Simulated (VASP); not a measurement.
# SnGe2 (P-3m1) in VASP: relaxation of shape and atoms at fixed volume with PBE

Aim: the relaxation of shape and atoms at fixed volume of SnGe2 with PBE.

Everything below comes from runs of VASP 6.6.1. Logs are shortened: lines on timing, memory, paths and dates and some standing lists are left out, and cuts for length are marked.

### Step 1. The cell of the first run

It takes space group P-3m1 (No. 164, trigonal). Conventional cell: a = 4.335 Å, b = 4.335 Å, c = 10.638 Å, α = 90.00°, β = 90.00°, γ = 120.00°. Within 3.5 Å of Sn (site symmetry 3m) lie 3 Ge at 2.68 Å and 1 Sn at 2.90 Å. Ge (site symmetry 3m) has 1 Ge at 2.52 Å and 3 Sn at 2.68 Å within 3.3 Å. Within 3.3 Å of Ge (site symmetry 3m) lie 4 Ge at 2.52 to 2.62 Å.

### Step 2. Relaxation of shape and atoms at fixed volume, PBE (28.85 Å³/atom)

The input, INCAR:

```
  PREC = Accurate
  ENCUT = 600
  EDIFF = 1E-6
  ISMEAR = 0
  SIGMA = 0.1
  LREAL = False
  LASPH = True
  NELM = 60
  ALGO = Fast
  ISIF = 4
  LWAVE = False
  LCHARG = False
  GGA = PE
  IBRION = 2
  NSW = 50
  EDIFFG = -0.01
```

The input, KPOINTS:

```
Automatic mesh
0
Gamma
  12 12 4
```

The input, POSCAR:

```
SnGe2
1.0
    4.3347882455      0.0000000000      0.0000000000
   -2.1673941227      3.7540367406      0.0000000000
    0.0000000000      0.0000000000     10.6378093953
Sn Ge
2 4
Direct
    0.0000000000      0.0000000000      0.8635991586
    0.0000000000      0.0000000000      0.1364008414
    0.3333333333      0.6666666667      0.7733859729
    0.6666666667      0.3333333333      0.2266140271
    0.3333333333      0.6666666667      0.5362993778
    0.6666666667      0.3333333333      0.4637006222
```

Potentials or basis: VASP PAW PBE potentials, release 64 (Sn_d, Ge_d).

Run with:

```bash
> cat potpaw_PBE.64/Sn_d/POTCAR potpaw_PBE.64/Ge_d/POTCAR > POTCAR
> mpirun -np 1 vasp_std > vasp.out
```

OUTCAR:

```text
PREC = Accurate
   ENCUT = 600
   EDIFF = 1E-6
   ISMEAR = 0
   LREAL = False
   LASPH = True
   NELM = 60
   ISIF = 4
   GGA = PE
   IBRION = 2
   NSW = 50
   EDIFFG = -0.01

 ion  position               nearest neighbor table
   1  0.000  0.000  0.864-   3 2.68   3 2.68   3 2.68   2 2.90
   2  0.000  0.000  0.136-   4 2.68   4 2.68   4 2.68   1 2.90
   3  0.333  0.667  0.773-   5 2.52   1 2.68   1 2.68   1 2.68
   4  0.667  0.333  0.227-   6 2.52   2 2.68   2 2.68   2 2.68
   5  0.333  0.667  0.536-   3 2.52   6 2.62   6 2.62   6 2.62
   6  0.667  0.333  0.464-   4 2.52   5 2.62   5 2.62   5 2.62

  LATTYP: Found a hexagonal cell.
 ALAT       =     4.3347882455
 C/A-ratio  =     2.4540551448

  Lattice vectors:

 A1 = (   4.3347882455,   0.0000000000,   0.0000000000)
 A2 = (  -2.1673941227,   3.7540367406,   0.0000000000)
 A3 = (   0.0000000000,   0.0000000000,  10.6378093953)

Analysis of symmetry for initial positions (statically):
=====================================================================
 Subroutine PRICEL returns:
 Original cell was already a primitive cell.

 Routine SETGRP: Setting up the symmetry group for a
 hexagonal supercell.

 Subroutine GETGRP returns: Found 12 space group operations
 (whereof 12 operations were pure point group operations)
 out of a pool of 24 trial point group operations.

The static configuration has the point symmetry D_3d.

Analysis of symmetry for dynamics (positions and initial velocities):
=====================================================================
 Subroutine PRICEL returns:
 Original cell was already a primitive cell.

 Routine SETGRP: Setting up the symmetry group for a
 hexagonal supercell.

 Subroutine GETGRP returns: Found 12 space group operations
 (whereof 12 operations were pure point group operations)
 out of a pool of 24 trial point group operations.

The dynamic configuration has the point symmetry D_3d.

 Subroutine INISYM returns: Found 12 space group operations
 (whereof 12 operations are pure point group operations),
 and found     1 'primitive' translations

----------------------------------------------------------------------------------------

                                     Primitive cell

  volume of cell :     173.1086

  direct lattice vectors                    reciprocal lattice vectors
     4.334788246  0.000000000  0.000000000     0.230691776  0.133189959  0.000000000
    -2.167394123  3.754036741  0.000000000     0.000000000  0.266379918  0.000000000
     0.000000000  0.000000000 10.637809395     0.000000000  0.000000000  0.094004316

  length of vectors
     4.334788246  4.334788245 10.637809395     0.266379918  0.266379918  0.094004316

  position of ions in fractional coordinates (direct lattice)
     0.000000000  0.000000000  0.863599159
     0.000000000  0.000000000  0.136400841
     0.333333333  0.666666667  0.773385973
     0.666666667  0.333333333  0.226614027
     0.333333333  0.666666667  0.536299378
     0.666666667  0.333333333  0.463700622

  ion indices of the primitive-cell ions
   primitive index   ion index
                 1           1
                 2           2
                 3           3
                 4           4
                 5           5
                 6           6

----------------------------------------------------------------------------------------

 KPOINTS: Automatic mesh

Automatic generation of k-mesh.
 Grid dimensions read from file:
 generate k-points for:   12   12    4

 Generating k-lattice:

  Cartesian coordinates                     Fractional coordinates (reciprocal lattice)
     0.019224315  0.011099163  0.000000000     0.083333333  0.000000000  0.000000000
     0.000000000  0.022198327  0.000000000     0.000000000  0.083333333  0.000000000
     0.000000000  0.000000000  0.023501079     0.000000000  0.000000000  0.250000000

  Length of vectors
     0.022198327  0.022198327  0.023501079

  Shift w.r.t. Gamma in fractional coordinates (k-lattice)
     0.000000000  0.000000000  0.000000000

 Subroutine IBZKPT returns following result:
 ===========================================

 Found     69 irreducible k-points:

 Following reciprocal coordinates:
            Coordinates               Weight
  0.000000  0.000000  0.000000      1.000000
  0.083333  0.000000  0.000000      6.000000
  0.166667  0.000000  0.000000      6.000000
  0.250000  0.000000  0.000000      6.000000
  0.333333  0.000000  0.000000      6.000000
  0.416667  0.000000  0.000000      6.000000
[... 16 lines left out ...]
  0.166667  0.000000  0.250000      6.000000
  0.000000  0.166667  0.250000      6.000000
 [... further k-points ...]
   k-points           NKPTS =     69   k-points in BZ     NKDIM =     69   number of bands    NBANDS=     50
   number of dos      NEDOS =    301   number of ions     NIONS =      6
   total plane-waves  NPLWV = 116640
   dimension x,y,z NGX =    36 NGY =   36 NGZ =   90
   dimension x,y,z NGXF=    72 NGYF=   72 NGZF=  180
   ions per type =               2   4
   NGX,Y,Z   is equivalent  to a cutoff of  13.81, 13.81, 14.07 a.u.
   NGXF,Y,Z  is equivalent  to a cutoff of  27.61, 27.61, 28.13 a.u.
 SYSTEM =  unknown system
   PREC   = accura    normal or accurate (medium, high low for compatibility)
   ISTART =      0    job   : 0-new  1-cont  2-samecut
   ICHARG =      2    charge: 1-file 2-atom 10-const
   ISPIN  =      1    spin polarized calculation?
   LNONCOLLINEAR =      F non collinear calculations
   LSORBIT =      F    spin-orbit coupling
   LASPH  =      T    aspherical Exc in radial PAW
   ENCUT  =  600.0 eV  44.10 Ry    6.64 a.u.   8.66  8.66 21.25*2*pi/ulx,y,z
   NELM   =     60;   NELMIN=  2; NELMDL= -5     # of ELM steps
   EDIFF  = 0.1E-05   stopping-criterion for ELM
   LREAL  =      F    real-space projection
   EDIFFG = -.1E-01   stopping-criterion for IOM
   NSW    =     50    number of steps for IOM
   IBRION =      2    ionic relax: 0-MD 1-quasi-New 2-CG
   NFREE  =      1    steps in history (QN), initial steepest desc. (CG)
   ISIF   =      4    stress and relaxation
   ISYM   =      2    0-nonsym 1-usesym 2-fastsym
   POTIM  = 0.5000    time-step for ionic-motion
   TEBEG  =    0.0;   TEEND  =   0.0 temperature during run
   PSTRESS=    0.0 pullay stress
   NELECT =      84.0000    total number of electrons
   NUPDOWN=      -1.0000    fix difference up-down
   EMIN   =  10.00;   EMAX   =-10.00  energy-range for DOS
   EFERMI =   0.00;   METHOD = LEGACY
   ISMEAR =     0;   SIGMA  =   0.10  broadening in eV -4-tet -1-fermi 0-gaus
   EFERMI_NEDOS =   21; number of points for ismear=-14 and -15
   IALGO  =     68    algorithm
   IMIX   =      4    mixing-type and parameters
     AMIX     =   0.40;   BMIX     =  1.00
     AMIX_MAG =   1.60;   BMIX_MAG =  1.00
  volume/ion in A,a.u.               =      28.85       194.70
  Fermi-wavevector in a.u.,A,eV,Ry     =   1.286456  2.431050 22.517233  1.654970
  Thomas-Fermi vector in A             =   2.418530
   LORBIT       =      0    0 simple, 1 ext, 2 COOP (PROOUT), +10 PAW based schemes
   GGA     = PE    functional components
   LHFCALC =     F    Hartree Fock is set to
   AEXX    =    0.0000 exact exchange contribution
   IVDW    =     0    specifies the selected vdW correction
   LEPSILON=     F    determine dielectric tensor
   LRPA    =     F    only Hartree local field effects (RPA)
 conjugate gradient relaxation of ions
 non-spin polarized calculation
 RMM-DIIS sequential band-by-band and
 Gauss-broadening in eV      SIGMA  =   0.10
  energy-cutoff  :      600.00
  volume of cell :      173.11
 maximum number of plane-waves:      5808
 NGX is ok and might be reduce to    36
   NGX = 17   NGY = 17   NGZ = 43

--------------------------------------- Ionic step        1  -------------------------------------------

 number of electron      84.0000003 magnetization

 Free energy of the ion-electron system (eV)
  ---------------------------------------------------
  ext. energy  EPLUGINS =         0.00000000
  ---------------------------------------------------
  free energy    TOTEN  =       -25.49607778 eV

  energy without entropy =      -25.49343985  energy(sigma->0) =      -25.49475882

------------------------ aborting loop because EDIFF is reached ----------------------------------------

  FORCE on cell =-STRESS in cart. coord.  units (eV):
  Direction    XX          YY          ZZ          XY          YZ          ZX
  --------------------------------------------------------------------------------------
  -------------------------------------------------------------------------------------
  Total       -1.4522354     -1.4522354     -1.4839370     -0.0000000      0.0000000      0.0000000
  in kB      -13.4409195    -13.4409195    -13.7343288     -0.0000000      0.0000000      0.0000000
  external PRESSURE =     -13.5387226 kB  Pullay stress =       0.0000000 kB
[... 65 lines left out ...]
  energy  without entropy=      -25.4936691525  energy(sigma->0) =      -25.49496154

--------------------------------------- Ionic step        3  -------------------------------------------

 number of electron      84.0000003 magnetization

 Free energy of the ion-electron system (eV)
  ---------------------------------------------------
  ext. energy  EPLUGINS =         0.00000000
  ---------------------------------------------------
  free energy    TOTEN  =       -25.49627749 eV

  energy without entropy =      -25.49371165  energy(sigma->0) =      -25.49499457

 E-fermi :   4.4080     XC(G=0):  -9.1101

 val. band max:        4.3613523951   @ k =   0.0833   0.0000   0.0000
 cond. band min:       4.4196848584   @ k =   0.4167   0.0000   0.5000
 fundamental gap:      0.0583324633
 Fermi energy:         4.4080079772

 k-point     1 :       0.0000    0.0000    0.0000
  band No.  band energies     occupation
      1     -20.3586      2.00000
      2     -20.3586      2.00000
      3     -20.3260      2.00000
      4     -20.3203      2.00000
      5     -20.3203      2.00000
      6     -20.2988      2.00000
[... 1261 lines left out ...]
     49       8.0151      0.00000
     50       8.2555      0.00000

 [... further k-points ...]

------------------------ aborting loop because EDIFF is reached ----------------------------------------

  FORCE on cell =-STRESS in cart. coord.  units (eV):
  Direction    XX          YY          ZZ          XY          YZ          ZX
  --------------------------------------------------------------------------------------
  -------------------------------------------------------------------------------------
  Total       -1.4522491     -1.4522491     -1.4537444     -0.0000000     -0.0000000      0.0000000
  in kB      -13.4410465    -13.4410465    -13.4548864     -0.0000000     -0.0000000      0.0000000
  external PRESSURE =     -13.4456598 kB  Pullay stress =       0.0000000 kB
[... 21 lines left out ...]
  FREE ENERGIE OF THE ION-ELECTRON SYSTEM (eV)
  ---------------------------------------------------
  free  energy   TOTEN  =       -25.4962774870 eV

  energy  without entropy=      -25.4937116516  energy(sigma->0) =      -25.49499457

 reached required accuracy - stopping structural energy minimisation
```

Run time: 40 min. Hardware: 1 thread of Oxide Virtual Turin-like, shared host; peak memory 0.71 GiB.

Results:

| Quantity | Value |
| --- | --- |
| Free energy | -25.4963 eV |
| Energy gained by relaxing | 0.0 meV/atom |
| Ionic steps | 3 |
| Pressure after relaxing | -1.3 GPa |
| Largest force after relaxing | 0.007 eV/Å |
| Band gap on the k mesh | zero (bands 42 and 43 overlap by 0.26 eV) |

Forces on the atoms (eV/Å):
```
Sn   0.000  0.000 -0.004
Sn   0.000  0.000  0.004
Ge   0.000  0.000  0.007
Ge   0.000  0.000 -0.007
Ge   0.000  0.000  0.000
Ge   0.000  0.000  0.000
```

Step by step:
| step | energy change (eV) | largest force (eV/Å) | pressure (GPa) | volume (Å³) |
| --- | --- | --- | --- | --- |
| 1 | 0.0000 | 0.0398 | -1.35 | 173.11 |
| 2 | -0.0002 | 0.0118 | -1.34 | 173.11 |
| 3 | -0.0002 | 0.0074 | -1.34 | 173.11 |

Final structure:
```xyz
6
Lattice="4.3353 0.0000 0.0000 -2.1676 3.7545 0.0000 0.0000 0.0000 10.6353" Properties=species:S:1:pos:R:3 pbc="T T T"
Sn    0.0000    0.0000    9.1826
Sn    2.1676    3.7545    1.4527
Ge    0.0000    2.5030    8.2254
Ge    2.1676    1.2515    2.4100
Ge    0.0000    2.5030    5.7063
Ge    2.1676    1.2515    4.9290
```

Levels at points of the mesh, in eV from the Fermi level:
```
           k point  band 38  band 39  band 40  band 41  band 42  band 43  band 44  band 45  band 46  band 47
(0.00, 0.00, 0.00)    -1.24    -0.64    -0.64    -0.18    -0.05     0.15     0.15     0.59     2.44     2.44
(0.50, 0.00, 0.00)    -2.65    -2.58    -2.41    -1.55    -1.48     0.78     0.86     1.42     1.43     3.28
(0.00, 0.00, 0.50)    -1.28    -0.48    -0.31    -0.31    -0.22    -0.22     0.72     0.75     2.93     2.93
(0.50, 0.00, 0.50)    -3.03    -2.48    -2.00    -1.14    -1.06    -0.15     0.86     1.44     2.36     2.51
```

Caveat: semilocal functionals underestimate gaps, so a narrow gap can read as zero; spin-orbit coupling is left out, which moves the levels of the heavy elements.
